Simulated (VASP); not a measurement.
# Sb (P2_1/m) in VASP: single point with PBEsol

Aim: the single point of Sb with PBEsol.

Program: VASP 6.6.1. These are calculated values, not measurements. Logs are shortened: lines on timing, memory, paths and dates and some standing lists are left out, and cuts for length are marked.

## (1) The cell of the first run

The typed cell holds 2 atoms: a = 3.330 Å, b = 3.135 Å, c = 6.200 Å, α = 90.00°, β = 90.00°, γ = 120.00°.

## (2) Single point, PBEsol

File INCAR:

```
SYSTEM = Sb
PREC     = Accurate       ! precision mode
ENCUT    = 520            ! plane-wave cutoff, eV
EDIFF    = 1E-6           ! SCF threshold, eV
ISMEAR   = -1             ! smearing method
SIGMA    = 0.1            ! smearing width, eV
LREAL    = .False.        ! projectors in reciprocal space
LASPH    = .True.         ! aspherical terms in the spheres
NELM     = 80             ! most SCF steps
ALGO     = Normal         ! electronic algorithm
ISIF     = 2              ! what is computed and relaxed
LWAVE    = .False.        ! write WAVECAR
LCHARG   = .True.         ! write CHGCAR
GGA      = PS             ! functional
LELF     = .True.         ! ELF
LVHAR    = .True.       
NBANDS   = 12             ! bands
```

File KPOINTS:

```
Automatic mesh
0
Gamma
  9 9 5
  0 0 0
```

File POSCAR:

```
Sb
1.0
    3.3294945782      0.0580158233      0.0000000000
   -1.6145041123      2.6871701417      0.0000000000
    0.0000000000      0.0000000000      6.1998862139
Sb
2
Direct
    0.4997162261      0.9998500285      0.2500000000
    0.5002837739      0.0001499715      0.7500000000
```

Potentials or basis: VASP PAW PBE potentials, release 64 (Sb).

Command:

```
> cat potpaw_PBE.64/Sb/POTCAR > POTCAR
> mpirun -np 1 vasp_std > vasp.out
```

OUTCAR:

```text
SYSTEM = Sb
   PREC = Accurate
   ENCUT = 520
   EDIFF = 1E-6
   ISMEAR = -1
   LREAL = .False.
   LASPH = .True.
   NELM = 80
   ISIF = 2
   GGA = PS

 ion  position               nearest neighbor table
   1  0.500  1.000  0.250-   2 3.10   2 3.10
   2  0.500  0.000  0.750-   1 3.10   1 3.10

  Warning from LATTYP: Monoclinic adjustment (A1->A3, A2->A1, A3->A2)!
  Warning from LATTYP: Got some problem with cell dimensions!
  Tried to take original basis but could not verify dimensions!
  LATTYP: Found a simple monoclinic cell.
 ALAT       =     3.1348854683
 B/A-ratio  =     1.9777074080
 C/A-ratio  =     1.0325277484
 COS(beta)  =    -0.4541089759

  Lattice vectors:

 A1 = (  -1.6145041123,   2.6871701417,   0.0000000000)
 A2 = (   0.0000000000,   0.0000000000,  -6.1998862139)
 A3 = (  -1.7149904659,  -2.7451859650,   0.0000000000)

Analysis of symmetry for initial positions (statically):
=====================================================================
 Subroutine PRICEL returns:
 Original cell was already a primitive cell.

 Routine SETGRP: Setting up the symmetry group for a
 simple monoclinic supercell.

 Subroutine GETGRP returns: Found  4 space group operations
 (whereof  2 operations were pure point group operations)
 out of a pool of  4 trial point group operations.

The static configuration has the point symmetry S_2 .
 The point group associated with its full space group is C_2h.

Analysis of symmetry for dynamics (positions and initial velocities):
=====================================================================
 Subroutine PRICEL returns:
 Original cell was already a primitive cell.

 Routine SETGRP: Setting up the symmetry group for a
 simple monoclinic supercell.

 Subroutine GETGRP returns: Found  4 space group operations
 (whereof  2 operations were pure point group operations)
 out of a pool of  4 trial point group operations.

The dynamic configuration has the point symmetry S_2 .
 The point group associated with its full space group is C_2h.

 Subroutine INISYM returns: Found  4 space group operations
 (whereof  2 operations are pure point group operations),
 and found     1 'primitive' translations

----------------------------------------------------------------------------------------

                                     Primitive cell

  volume of cell :      56.0506

  direct lattice vectors                    reciprocal lattice vectors
     3.329494578  0.058015823  0.000000000     0.297234093  0.178584027  0.000000000
    -1.614504112  2.687170142  0.000000000    -0.006417264  0.368283082  0.000000000
     0.000000000  0.000000000  6.199886214     0.000000000  0.000000000  0.161293283

  length of vectors
     3.329999997  3.134885468  6.199886214     0.346756919  0.368338987  0.161293283

  position of ions in fractional coordinates (direct lattice)
     0.499716226  0.999850028  0.250000000
     0.500283774  0.000149972  0.750000000

  ion indices of the primitive-cell ions
   primitive index   ion index
                 1           1
                 2           2

----------------------------------------------------------------------------------------

 KPOINTS: Automatic mesh

Automatic generation of k-mesh.
 Grid dimensions read from file:
 generate k-points for:    9    9    5

 Generating k-lattice:

  Cartesian coordinates                     Fractional coordinates (reciprocal lattice)
     0.033026010  0.019842670  0.000000000     0.111111111  0.000000000  0.000000000
    -0.000713029  0.040920342  0.000000000    -0.000000000  0.111111111  0.000000000
     0.000000000  0.000000000  0.032258657     0.000000000  0.000000000  0.200000000

  Length of vectors
     0.038528547  0.040926554  0.032258657

  Shift w.r.t. Gamma in fractional coordinates (k-lattice)
     0.000000000  0.000000000  0.000000000

 Subroutine IBZKPT returns following result:
 ===========================================

 Found    123 irreducible k-points:

 Following reciprocal coordinates:
            Coordinates               Weight
  0.000000  0.000000  0.000000      1.000000
  0.111111  0.000000  0.000000      2.000000
  0.222222 -0.000000  0.000000      2.000000
  0.333333 -0.000000  0.000000      2.000000
  0.444444 -0.000000  0.000000      2.000000
 -0.000000  0.111111  0.000000      2.000000
[... 16 lines left out ...]
 -0.111111  0.222222  0.000000      2.000000
  0.000000  0.333333  0.000000      2.000000
 [... further k-points ...]
   k-points           NKPTS =    123   k-points in BZ     NKDIM =    123   number of bands    NBANDS=     12
   number of dos      NEDOS =    301   number of ions     NIONS =      2
   total plane-waves  NPLWV =  32256
   dimension x,y,z NGX =    28 NGY =   24 NGZ =   48
   dimension x,y,z NGXF=    56 NGYF=   48 NGZF=   96
   ions per type =               2
   NGX,Y,Z   is equivalent  to a cutoff of  13.98, 12.73, 12.87 a.u.
   NGXF,Y,Z  is equivalent  to a cutoff of  27.96, 25.45, 25.74 a.u.
 SYSTEM =  Sb
   PREC   = accura    normal or accurate (medium, high low for compatibility)
   ISTART =      0    job   : 0-new  1-cont  2-samecut
   ICHARG =      2    charge: 1-file 2-atom 10-const
   ISPIN  =      1    spin polarized calculation?
   LNONCOLLINEAR =      F non collinear calculations
   LSORBIT =      F    spin-orbit coupling
   LASPH  =      T    aspherical Exc in radial PAW
   ENCUT  =  520.0 eV  38.22 Ry    6.18 a.u.   6.19  5.83 11.53*2*pi/ulx,y,z
   NELM   =     80;   NELMIN=  2; NELMDL= -5     # of ELM steps
   EDIFF  = 0.1E-05   stopping-criterion for ELM
   LREAL  =      F    real-space projection
[... 7 lines left out ...]
   TEBEG  =    0.0;   TEEND  =   0.0 temperature during run
   PSTRESS=    0.0 pullay stress
   NELECT =      10.0000    total number of electrons
   NUPDOWN=      -1.0000    fix difference up-down
   EMIN   =  10.00;   EMAX   =-10.00  energy-range for DOS
   EFERMI =   0.00;   METHOD = LEGACY
   ISMEAR =    -1;   SIGMA  =   0.10  broadening in eV -4-tet -1-fermi 0-gaus
   EFERMI_NEDOS =   21; number of points for ismear=-14 and -15
   IALGO  =     38    algorithm
   IMIX   =      4    mixing-type and parameters
     AMIX     =   0.40;   BMIX     =  1.00
     AMIX_MAG =   1.60;   BMIX_MAG =  1.00
  volume/ion in A,a.u.               =      28.03       189.12
  Fermi-wavevector in a.u.,A,eV,Ry     =   0.921612  1.741594 11.556360  0.849369
  Thomas-Fermi vector in A             =   2.047048
   LORBIT       =      0    0 simple, 1 ext, 2 COOP (PROOUT), +10 PAW based schemes
   GGA     = PS    functional components
   LHFCALC =     F    Hartree Fock is set to
   AEXX    =    0.0000 exact exchange contribution
   IVDW    =     0    specifies the selected vdW correction
   LEPSILON=     F    determine dielectric tensor
   LRPA    =     F    only Hartree local field effects (RPA)
 non-spin polarized calculation
  energy-cutoff  :      520.00
  volume of cell :       56.05
 maximum number of plane-waves:      1528
 NGX is ok and might be reduce to    28
   NGX = 13   NGY = 11   NGZ = 23

 number of electron      10.0000000 magnetization

 Free energy of the ion-electron system (eV)
  ---------------------------------------------------
  ext. energy  EPLUGINS =         0.00000000
  ---------------------------------------------------
  free energy    TOTEN  =        -8.88782571 eV

  energy without entropy =       -8.84947380  energy(sigma->0) =       -8.86864975

 E-fermi :   7.8133     XC(G=0): -10.0802

 val. band max:        7.7817124947   @ k =   0.1111   0.4444   0.4000
 cond. band min:       7.8217736790   @ k =   0.3333   0.2222   0.2000
 fundamental gap:      0.0400611843
 Fermi energy:         7.8133265400

 k-point     1 :       0.0000    0.0000    0.0000
  band No.  band energies     occupation
      1      -4.9732      2.00000
      2      -2.5760      2.00000
      3       1.9015      2.00000
      4      10.7457      0.00000
      5      12.0662      0.00000
      6      13.0600      0.00000
      7      14.0660      0.00000
      8      14.5502      0.00000
      9      15.0935      0.00000
     10      16.9464      0.00000
     11      17.9719      0.00000
     12      18.6404      0.00000

 k-point     2 :       0.1111    0.0000    0.0000
  band No.  band energies     occupation
      1      -4.7578      2.00000
      2      -2.3573      2.00000
      3       2.1074      2.00000
      4      10.1119      0.00000
      5      10.9589      0.00000
      6      12.3042      0.00000
      7      12.5249      0.00000
      8      14.5522      0.00000
      9      14.8056      0.00000
     10      16.6151      0.00000
     11      16.9529      0.00000
     12      18.7029      0.00000

 k-point     3 :       0.2222   -0.0000    0.0000
  band No.  band energies     occupation
      1      -4.1224      2.00000
      2      -1.7082      2.00000
      3       2.7006      2.00000
      4       7.0768      1.99874
      5       9.3106      0.00000
      6      11.5665      0.00000
      7      11.5737      0.00000
      8      13.5814      0.00000
      9      14.1495      0.00000
     10      15.0051      0.00000
     11      15.9200      0.00000
     12      17.8687      0.00000

 k-point     4 :       0.3333   -0.0000    0.0000
  band No.  band energies     occupation
      1      -3.1259      2.00000
      2      -0.6714      2.00000
      3       3.5766      2.00000
      4       4.3190      2.00000
      5       6.5023      2.00000
      6      10.7672      0.00000
      7      11.7306      0.00000
      8      12.4406      0.00000
      9      12.7488      0.00000
     10      14.5578      0.00000
     11      16.5441      0.00000
     12      17.2644      0.00000

 k-point     5 :       0.4444   -0.0000    0.0000
  band No.  band energies     occupation
      1      -2.0622      2.00000
      2       0.4958      2.00000
      3       2.3455      2.00000
      4       4.3924      2.00000
      5       4.4116      2.00000
      6      10.1288      0.00000
      7      10.3257      0.00000
      8      12.2896      0.00000
      9      13.2176      0.00000
     10      14.2313      0.00000
     11      16.9617      0.00000
     12      17.7843      0.00000
[... 228 lines left out ...]
      1      -3.4568      2.00000
      2      -1.0245      2.00000
      3       3.3068      2.00000
      4       6.2765      2.00000
      5       8.5563      0.00119
      6       8.5765      0.00097
      7      10.6399      0.00000
      8      12.1898      0.00000
      9      13.3820      0.00000
     10      15.8181      0.00000
     11      15.8798      0.00000
     12      16.8020      0.00000

 k-point    22 :      -0.2222    0.2222    0.0000
  band No.  band energies     occupation
      1      -4.0459      2.00000
      2      -1.6323      2.00000
      3       2.7744      2.00000
      4       7.5823      1.81952
      5       9.8491      0.00000
      6      10.8011      0.00000
      7      11.6517      0.00000
      8      12.7968      0.00000
      9      14.5845      0.00000
     10      14.7386      0.00000
     11      15.7137      0.00000
     12      17.3611      0.00000

 k-point    23 :      -0.1111    0.2222    0.0000
  band No.  band energies     occupation
      1      -4.2251      2.00000
      2      -1.8167      2.00000
      3       2.6103      2.00000
      4       8.7028      0.00027
      5      10.6596      0.00000
      6      10.9846      0.00000
      7      11.4869      0.00000
      8      12.7050      0.00000
      9      15.3028      0.00000
     10      15.5727      0.00000
     11      15.7555      0.00000
     12      17.5122      0.00000

 k-point    24 :       0.0000    0.3333    0.0000
  band No.  band energies     occupation
      1      -2.7892      2.00000
      2      -0.3325      2.00000
      3       3.8827      2.00000
      4       4.9519      2.00000
      5       7.1810      1.99642
      6       9.2490      0.00000
      7      11.1961      0.00000
      8      12.3356      0.00000
      9      12.7864      0.00000
     10      13.2844      0.00000
     11      15.9137      0.00000
     12      16.6544      0.00000

 [... further k-points ...]

------------------------ aborting loop because EDIFF is reached ----------------------------------------

  FORCE on cell =-STRESS in cart. coord.  units (eV):
  Direction    XX          YY          ZZ          XY          YZ          ZX
  --------------------------------------------------------------------------------------
  -------------------------------------------------------------------------------------
  Total       -0.0555198     -0.2401330      0.0198323     -0.4318682      0.0000000      0.0000000
  in kB       -1.5870059     -6.8640785      0.5668963    -12.3447277      0.0000000      0.0000000
  external PRESSURE =      -2.6280627 kB  Pullay stress =       0.0000000 kB

 VOLUME and BASIS-vectors are now :
 -----------------------------------------------------------------------------
  energy-cutoff  :      520.00
  volume of cell :       56.05
      direct lattice vectors                 reciprocal lattice vectors
     3.329494578  0.058015823  0.000000000     0.297234093  0.178584027  0.000000000
    -1.614504112  2.687170142  0.000000000    -0.006417264  0.368283082  0.000000000
     0.000000000  0.000000000  6.199886214     0.000000000  0.000000000  0.161293283

 POSITION                                       TOTAL-FORCE (eV/Angst)
 -----------------------------------------------------------------------------------
      0.04954      2.71576      1.54997         0.000163      0.000153     -0.000000
      1.66545      0.02943      4.64991        -0.000163     -0.000153      0.000000
 -----------------------------------------------------------------------------------
    total drift:                               -0.000000     -0.000000      0.000000

  FREE ENERGIE OF THE ION-ELECTRON SYSTEM (eV)
  ---------------------------------------------------
  free  energy   TOTEN  =        -8.8878257052 eV

  energy  without entropy=       -8.8494738003  energy(sigma->0) =       -8.86864975
```

Run time: 36 s. Hardware: 1 thread of Intel Xeon Platinum 8259CL at 2.50GHz (Skylake/Cascade Lake), shared host; peak memory 0.22 GiB.

Results:

| Property | Result |
| --- | --- |
| Free energy | -8.8878 eV |
| Pressure | -0.3 GPa |
| Band gap on the k mesh | zero (band 5 reaches 12.62 eV, above the bottom of band 6 at 4.99 eV) |

Caveat: the PAW data sets were made with another functional, which shifts forces and pressure a little; spin-orbit coupling is left out, which moves the levels of the heavy elements.
